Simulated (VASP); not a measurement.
# Ni3O (Pm-3m) in VASP: a series of runs, part 2 of 2

VASP 6.6.1. The steps go on from the part before.

## Step 4: Relaxation of cell and atoms, PBE

This run uses another cell than the first one, of 13.06 Å³/atom.

The input, INCAR:

```
ALGO = Normal
EDIFF = 1E-6
EDIFFG = -0.01
ENCUT = 600
GGA = PE
IBRION = 2
ISIF = 3
ISMEAR = 0
LASPH = True
LCHARG = False
LREAL = False
LWAVE = False
NELM = 60
NSW = 100
PREC = Accurate
SIGMA = 0.1
```

The input, KPOINTS:

```
k-points
0
Gamma
  12 12 12
```

The input, POSCAR:

```
Ni3O
1.0
    3.7379073185      0.0000000000      0.0000000000
    0.0000000000      3.7379073185      0.0000000000
    0.0000000000      0.0000000000      3.7379073185
Ni O
3 1
Direct
    0.5000000000      0.0000000000      0.0000000000
    0.0000000000      0.5000000000      0.0000000000
    0.0000000000      0.0000000000      0.5000000000
    0.0000000000      0.0000000000      0.0000000000
```

Potentials or basis: VASP PAW PBE potentials, release 64 (Ni, O).

On the command line:

```console
> cat potpaw_PBE.64/Ni/POTCAR potpaw_PBE.64/O/POTCAR > POTCAR
> mpirun -np 1 vasp_std > vasp.out
```

OUTCAR:

```text
EDIFF = 1E-6
   EDIFFG = -0.01
   ENCUT = 600
   GGA = PE
   IBRION = 2
   ISIF = 3
   ISMEAR = 0
   LASPH = True
   LREAL = False
   NELM = 60
   NSW = 100
   PREC = Accurate

 ion  position               nearest neighbor table
   1  0.500  0.000  0.000-   4 1.87   4 1.87   2 2.64   3 2.64   2 2.64   2 2.64   3 2.64   3 2.64
                             3 2.64   2 2.64
   2  0.000  0.500  0.000-   4 1.87   4 1.87   1 2.64   3 2.64   1 2.64   3 2.64   3 2.64   3 2.64
                             1 2.64   1 2.64
   3  0.000  0.000  0.500-   4 1.87   4 1.87   1 2.64   1 2.64   2 2.64   2 2.64   2 2.64   2 2.64
                             1 2.64   1 2.64
   4  0.000  0.000  0.000-   1 1.87   2 1.87   3 1.87   3 1.87   2 1.87   1 1.87

  LATTYP: Found a simple cubic cell.
 ALAT       =     3.7379073185

  Lattice vectors:

 A1 = (   3.7379073185,   0.0000000000,   0.0000000000)
 A2 = (   0.0000000000,   3.7379073185,   0.0000000000)
 A3 = (   0.0000000000,   0.0000000000,   3.7379073185)

Analysis of symmetry for initial positions (statically):
=====================================================================
 Subroutine PRICEL returns:
 Original cell was already a primitive cell.

 Routine SETGRP: Setting up the symmetry group for a
 simple cubic supercell.

 Subroutine GETGRP returns: Found 48 space group operations
 (whereof 48 operations were pure point group operations)
 out of a pool of 48 trial point group operations.

The static configuration has the point symmetry O_h .

Analysis of symmetry for dynamics (positions and initial velocities):
=====================================================================
 Subroutine PRICEL returns:
 Original cell was already a primitive cell.

 Routine SETGRP: Setting up the symmetry group for a
 simple cubic supercell.

 Subroutine GETGRP returns: Found 48 space group operations
 (whereof 48 operations were pure point group operations)
 out of a pool of 48 trial point group operations.

The dynamic configuration has the point symmetry O_h .

 Subroutine INISYM returns: Found 48 space group operations
 (whereof 48 operations are pure point group operations),
 and found     1 'primitive' translations

----------------------------------------------------------------------------------------

                                     Primitive cell

  volume of cell :      52.2259

  direct lattice vectors                    reciprocal lattice vectors
     3.737907319  0.000000000  0.000000000     0.267529373  0.000000000  0.000000000
     0.000000000  3.737907319  0.000000000     0.000000000  0.267529373  0.000000000
     0.000000000  0.000000000  3.737907319     0.000000000  0.000000000  0.267529373

  length of vectors
     3.737907319  3.737907319  3.737907319     0.267529373  0.267529373  0.267529373

  position of ions in fractional coordinates (direct lattice)
     0.500000000  0.000000000  0.000000000
     0.000000000  0.500000000  0.000000000
     0.000000000  0.000000000  0.500000000
     0.000000000  0.000000000  0.000000000

  ion indices of the primitive-cell ions
   primitive index   ion index
                 1           1
                 2           2
                 3           3
                 4           4

[... 30 lines left out ...]
  0.166667  0.000000  0.000000      6.000000
  0.250000  0.000000  0.000000      6.000000
  0.333333  0.000000  0.000000      6.000000
  0.416667  0.000000  0.000000      6.000000
[... 16 lines left out ...]
  0.333333  0.333333  0.000000     12.000000
  0.416667  0.333333  0.000000     24.000000
 [... further k-points ...]
   k-points           NKPTS =     84   k-points in BZ     NKDIM =     84   number of bands    NBANDS=     22
   number of dos      NEDOS =    301   number of ions     NIONS =      4
   total plane-waves  NPLWV =  27000
   dimension x,y,z NGX =    30 NGY =   30 NGZ =   30
   dimension x,y,z NGXF=    60 NGYF=   60 NGZF=   60
   ions per type =               3   1
   NGX,Y,Z   is equivalent  to a cutoff of  13.34, 13.34, 13.34 a.u.
   NGXF,Y,Z  is equivalent  to a cutoff of  26.69, 26.69, 26.69 a.u.
 SYSTEM =  unknown system
   PREC   = accura    normal or accurate (medium, high low for compatibility)
   ISTART =      0    job   : 0-new  1-cont  2-samecut
   ICHARG =      2    charge: 1-file 2-atom 10-const
   ISPIN  =      1    spin polarized calculation?
   LNONCOLLINEAR =      F non collinear calculations
   LSORBIT =      F    spin-orbit coupling
   LASPH  =      T    aspherical Exc in radial PAW
   ENCUT  =  600.0 eV  44.10 Ry    6.64 a.u.   7.47  7.47  7.47*2*pi/ulx,y,z
   NELM   =     60;   NELMIN=  2; NELMDL= -5     # of ELM steps
   EDIFF  = 0.1E-05   stopping-criterion for ELM
   LREAL  =      F    real-space projection
   EDIFFG = -.1E-01   stopping-criterion for IOM
   NSW    =    100    number of steps for IOM
   IBRION =      2    ionic relax: 0-MD 1-quasi-New 2-CG
   NFREE  =      1    steps in history (QN), initial steepest desc. (CG)
   ISIF   =      3    stress and relaxation
   ISYM   =      2    0-nonsym 1-usesym 2-fastsym
   POTIM  = 0.5000    time-step for ionic-motion
   TEBEG  =    0.0;   TEEND  =   0.0 temperature during run
   PSTRESS=    0.0 pullay stress
   NELECT =      36.0000    total number of electrons
   NUPDOWN=      -1.0000    fix difference up-down
   EMIN   =  10.00;   EMAX   =-10.00  energy-range for DOS
   EFERMI =   0.00;   METHOD = LEGACY
   ISMEAR =     0;   SIGMA  =   0.10  broadening in eV -4-tet -1-fermi 0-gaus
   EFERMI_NEDOS =   21; number of points for ismear=-14 and -15
   IALGO  =     38    algorithm
   IMIX   =      4    mixing-type and parameters
     AMIX     =   0.40;   BMIX     =  1.00
     AMIX_MAG =   1.60;   BMIX_MAG =  1.00
  volume/ion in A,a.u.               =      13.06        88.11
  Fermi-wavevector in a.u.,A,eV,Ry     =   1.446152  2.732830 28.454602  2.091354
  Thomas-Fermi vector in A             =   2.564253
   LORBIT       =      0    0 simple, 1 ext, 2 COOP (PROOUT), +10 PAW based schemes
   GGA     = PE    functional components
   LHFCALC =     F    Hartree Fock is set to
   AEXX    =    0.0000 exact exchange contribution
   IVDW    =     0    specifies the selected vdW correction
   LEPSILON=     F    determine dielectric tensor
   LRPA    =     F    only Hartree local field effects (RPA)
 conjugate gradient relaxation of ions
 non-spin polarized calculation
 Gauss-broadening in eV      SIGMA  =   0.10
  energy-cutoff  :      600.00
  volume of cell :       52.23
 maximum number of plane-waves:      1777
 NGX is ok and might be reduce to    30
   NGX = 15   NGY = 15   NGZ = 15

--------------------------------------- Ionic step        1  -------------------------------------------

 number of electron      35.9999984 magnetization

 Free energy of the ion-electron system (eV)
  ---------------------------------------------------
  ext. energy  EPLUGINS =         0.00000000
  ---------------------------------------------------
  free energy    TOTEN  =       -20.73751223 eV

  energy without entropy =      -20.71023299  energy(sigma->0) =      -20.72387261

------------------------ aborting loop because EDIFF is reached ----------------------------------------

  FORCE on cell =-STRESS in cart. coord.  units (eV):
  Direction    XX          YY          ZZ          XY          YZ          ZX
  --------------------------------------------------------------------------------------
  -------------------------------------------------------------------------------------
  Total        0.1639226      0.1639226      0.1639226      0.0000000     -0.0000000      0.0000000
  in kB        5.0287937      5.0287937      5.0287937      0.0000000     -0.0000000      0.0000000
  external PRESSURE =       5.0287937 kB  Pullay stress =       0.0000000 kB
[... 63 lines left out ...]
--------------------------------------- Ionic step        3  -------------------------------------------

 number of electron      35.9999986 magnetization

 Free energy of the ion-electron system (eV)
  ---------------------------------------------------
  ext. energy  EPLUGINS =         0.00000000
  ---------------------------------------------------
  free energy    TOTEN  =       -20.73786115 eV

  energy without entropy =      -20.71037458  energy(sigma->0) =      -20.72411787

 E-fermi :   5.7663     XC(G=0): -11.1557

 val. band max:        5.7656844962   @ k =   0.1667   0.0833   0.0833
 cond. band min:       5.7723058930   @ k =   0.1667   0.0833   0.0000
 fundamental gap:      0.0066213968
 Fermi energy:         5.7662688454

 k-point     1 :       0.0000    0.0000    0.0000
  band No.  band energies     occupation
      1     -16.8184      2.00000
      2      -1.6128      2.00000
      3      -1.6128      2.00000
      4      -1.6128      2.00000
      5       0.8425      2.00000
      6       2.8345      2.00000
[... 589 lines left out ...]
     21       8.5096      0.00000
     22      10.1784      0.00000

 [... further k-points ...]
[... 5 lines left out ...]
  --------------------------------------------------------------------------------------
  -------------------------------------------------------------------------------------
  Total        0.0096083      0.0096083      0.0096083      0.0000000      0.0000000     -0.0000000
  in kB        0.2935571      0.2935571      0.2935571      0.0000000      0.0000000     -0.0000000
  external PRESSURE =       0.2935571 kB  Pullay stress =       0.0000000 kB
[... 19 lines left out ...]
  FREE ENERGIE OF THE ION-ELECTRON SYSTEM (eV)
  ---------------------------------------------------
  free  energy   TOTEN  =       -20.7378611512 eV

  energy  without entropy=      -20.7103745794  energy(sigma->0) =      -20.72411787

 reached required accuracy - stopping structural energy minimisation
```

CONTCAR:

```text
Ni3O
   1.00000000000000
     3.7430165178399344    0.0000000000000000    0.0000000000000000
     0.0000000000000000    3.7430165178399344    0.0000000000000000
    -0.0000000000000000   -0.0000000000000000    3.7430165178399344
  Ni              O
     3     1
Direct
     0.5000000000000000    0.0000000000000000    0.0000000000000000
     0.0000000000000000    0.5000000000000000    0.0000000000000000
     0.0000000000000000    0.0000000000000000    0.5000000000000000
     0.0000000000000000    0.0000000000000000    0.0000000000000000

  0.00000000E+00  0.00000000E+00  0.00000000E+00
  0.00000000E+00  0.00000000E+00  0.00000000E+00
  0.00000000E+00  0.00000000E+00  0.00000000E+00
  0.00000000E+00  0.00000000E+00  0.00000000E+00
```

Wall time 4.9 min (1 thread of Intel Xeon 8259CL, shared host); peak memory 0.25 GiB.

What came out:

| Property | Result |
| --- | --- |
| Free energy | -20.7379 eV |
| Relaxed volume | 13.11 Å³/atom |
| Relaxed cell | a = 3.743 Å, b = 3.743 Å, c = 3.743 Å, α = 90.00°, β = 90.00°, γ = 90.00° |
| Space group after relaxing (to 0.1 Å) | Pm-3m (No. 221) |
| Energy gained by relaxing | 0.1 meV/atom |
| Ionic steps | 3 |
| Pressure after relaxing | 0.0 GPa |
| Band gap on the k mesh | zero (bands 18 and 19 overlap by 1.20 eV) |

Step by step:
```csv
step,energy change (eV),largest force (eV/Å),pressure (GPa),volume (Å³)
1,0.0000,0.0000,0.50,52.23
2,-0.0003,0.0000,-0.25,52.54
3,-0.0003,0.0000,0.03,52.44
```

Final structure:
```xyz
4
Lattice="3.7430 0.0000 0.0000 0.0000 3.7430 0.0000 0.0000 0.0000 3.7430" Properties=species:S:1:pos:R:3 pbc="T T T"
Ni    1.8715    0.0000    0.0000
Ni    0.0000    1.8715    0.0000
Ni    0.0000    0.0000    1.8715
O     0.0000    0.0000    0.0000
```

Caveat: the run has no spin polarisation, though such a crystal can be magnetic. With open d or f shells a metallic result of PBE can be an artefact of self-interaction; +U or a hybrid may open a gap.

## Step 5: Relaxation of cell and atoms, PBE, collinear spin, ferrimagnetic start

The input, INCAR:

```
SYSTEM = Ni3O
ALGO     = Normal         ! electronic algorithm
EDIFF    = 1E-6           ! SCF threshold, eV
EDIFFG   = -0.04          ! ionic threshold
ENCUT    = 600            ! plane-wave cutoff, eV
GGA      = PE             ! functional
IBRION   = 2              ! ionic algorithm
ISIF     = 3              ! what is computed and relaxed
ISMEAR   = 0              ! smearing method
ISPIN    = 2              ! spin polarisation
LASPH    = .True.         ! aspherical terms in the spheres
LCHARG   = .False.        ! write CHGCAR
LMAXMIX  = 4              ! l up to which the mixer works
LORBIT   = 11             ! projections on sites
LREAL    = .False.        ! projectors in reciprocal space
LWAVE    = .False.        ! write WAVECAR
MAGMOM   = -2 2 -2 0      ! initial moments
NELM     = 150            ! most SCF steps
NSW      = 90             ! ionic steps
PREC     = Accurate       ! precision mode
SIGMA    = 0.1            ! smearing width, eV
```

The input, KPOINTS:

```
k-points
0
Gamma
  6 6 6
  0 0 0
```

The input, POSCAR:

```
Ni3O
1.0
    3.3571882800      0.0000000000      0.0000000000
    0.0000000000      3.3571882800      0.0000000000
    0.0000000000      0.0000000000      3.3571882800
Ni O
3 1
Direct
    0.5000000000      0.0000000000      0.0000000000
    0.0000000000      0.5000000000      0.0000000000
    0.0000000000      0.0000000000      0.5000000000
    0.0000000000      0.0000000000      0.0000000000
```

On the command line:

```console
> cat potpaw_PBE.64/Ni/POTCAR potpaw_PBE.64/O/POTCAR > POTCAR
> mpirun -np 1 vasp_std > vasp.out
```

Run time: 19 min. Hardware: 1 thread of Intel Xeon 8259CL, shared host; peak memory 0.23 GiB.

Results (log left out):

* Free energy: -20.7267 eV
* Relaxed volume: 13.15 Å³/atom
* Relaxed cell: a = 3.746 Å, b = 3.746 Å, c = 3.746 Å, α = 90.00°, β = 90.00°, γ = 90.00°
* Space group after relaxing (to 0.1 Å): Pm-3m (No. 221)
* Energy gained by relaxing: 788.2 meV/atom
* Ionic steps: 5
* Pressure after relaxing: -0.1 GPa
* Net moment: 0.74 μB per cell
* Site moments: Ni +0.25; O +0.04 μB
* Valence electrons inside the program's atomic spheres: Ni 9.25; O 5.06

The path:
```tsv
step	energy change (eV)	largest force (eV/Å)	pressure (GPa)	volume (Å³)
1	0.0000	0.0000	94.11	37.84
2	-0.7221	0.0000	-22.47	77.15
3	-3.1468	0.0000	-2.23	53.48
4	-3.1518	0.0000	-0.74	52.92
5	-3.1528	0.0000	-0.07	52.58
```

Final structure:
```
CELL_PARAMETERS angstrom
3.74642 0.00000 0.00000
0.00000 3.74646 0.00000
0.00000 0.00000 3.74642
ATOMIC_POSITIONS crystal
Ni 0.50000 0.00000 0.00000
Ni 0.00000 0.50000 0.00000
Ni 0.00000 0.00000 0.50000
O 0.00000 0.00000 0.00000
```

Levels at points of the mesh, in eV from the Fermi level:
Spin up:
| k point | band 15 | band 16 | band 17 | band 18 | band 19 | band 20 | band 21 | band 22 | band 23 |
| --- | --- | --- | --- | --- | --- | --- | --- | --- | --- |
| (0.00, 0.00, 0.00) | -0.78 | -0.43 | -0.43 | -0.43 | -0.12 | 0.71 | 6.45 | 6.45 | 6.45 |
| (0.50, 0.00, 0.00) | -0.91 | -0.82 | -0.82 | -0.65 | -0.43 | 1.24 | 2.79 | 8.50 | 8.66 |
| (0.00, 0.50, 0.00) | -0.91 | -0.82 | -0.82 | -0.65 | -0.43 | 1.24 | 2.79 | 8.50 | 8.66 |
| (0.50, 0.50, 0.00) | -1.01 | -0.65 | -0.46 | 0.17 | 0.17 | 1.24 | 3.35 | 4.23 | 4.23 |
| (0.50, 0.00, 0.50) | -1.01 | -0.65 | -0.46 | 0.17 | 0.17 | 1.24 | 3.35 | 4.23 | 4.23 |
| (0.50, 0.50, 0.50) | -0.35 | -0.35 | 0.77 | 0.77 | 0.77 | 1.51 | 1.51 | 1.51 | 7.47 |
Spin down:
| k point | band 16 | band 17 | band 18 | band 19 | band 20 | band 21 |
| --- | --- | --- | --- | --- | --- | --- |
| (0.00, 0.00, 0.00) | -0.15 | -0.15 | -0.15 | 0.24 | 0.94 | 6.43 |
| (0.50, 0.00, 0.00) | -0.65 | -0.65 | -0.31 | -0.14 | 1.39 | 2.94 |
| (0.00, 0.50, 0.00) | -0.65 | -0.65 | -0.31 | -0.14 | 1.39 | 2.94 |
| (0.50, 0.50, 0.00) | -0.40 | -0.31 | 0.46 | 0.46 | 1.26 | 3.38 |
| (0.50, 0.00, 0.50) | -0.40 | -0.31 | 0.46 | 0.46 | 1.26 | 3.38 |
| (0.50, 0.50, 0.50) | -0.02 | 1.02 | 1.02 | 1.02 | 1.47 | 1.47 |

Caveat: the volume moved by over 15 % at a fixed basis, so the end points are rough. With open d or f shells a metallic result of PBE can be an artefact of self-interaction; +U or a hybrid may open a gap.

## Step 6: The runs side by side

```csv
task,spin,cell,k mesh,cutoff (eV),gap on the mesh (eV),pressure (GPa),moment (μB),relaxed volume (Å³/atom)
single point,"collinear, ferrimagnetic start","a = 3.738 Å, 4 atoms",6 × 6 × 6,520,none,0.9,0.70,-
relaxation of cell and atoms,off,"relaxed from a = 3.738 Å, 4 atoms",12 × 12 × 12,600,none,0.0,-,13.11
relaxation of cell and atoms,"collinear, ferrimagnetic start","relaxed from a = 3.357 Å, 4 atoms",6 × 6 × 6,600,none,-0.1,0.74,13.15
```

Alike in all rows: level PBE; potentials or basis VASP PAW PBE potentials, release 64 (Ni, O); smearing gaussian 0.1 eV.

Caveats: the volume moved by over 15 % at a fixed basis, so the end points are rough (at least some runs).

Total energies depend on the potentials used, so only differences within one code and one set of settings carry meaning.

The gap in the log of VASP goes by the Fermi energy; the results here count the filled bands.